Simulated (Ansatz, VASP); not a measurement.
## TaN: VASP beside Ansatz

```
CELL_PARAMETERS angstrom
0.00000 2.20863 2.20863
2.20863 0.00000 2.20863
2.20863 2.20863 0.00000
ATOMIC_POSITIONS crystal
Ta 0.50000 0.50000 0.50000
N 0.00000 0.00000 0.00000
```

Alike in both runs: task single point; functional PBE; k mesh 16 × 16 × 16; occupations gaussian, width 0.1 eV; non-collinear spin, spin-orbit coupling.

|  | VASP | Ansatz |
| --- | --- | --- |
| version | VASP 6.6.1 | Ansatz 0.2.0 |
| potentials or method | VASP PAW PBE potentials, release 64 (Ta_pv, N), cutoff 520 eV | plane waves, PAW |
| valence electrons in the cell | 16 | 18 |

```csv
,VASP,Ansatz,Ansatz less VASP
pressure (GPa),1.4,-0.1,-1.49
net moment per atom (μB),0.00,0.00,0.000
```

VASP's potentials hold 16 valence electrons a cell and Ansatz's 18, so a difference there can come from the potentials and not from the codes.
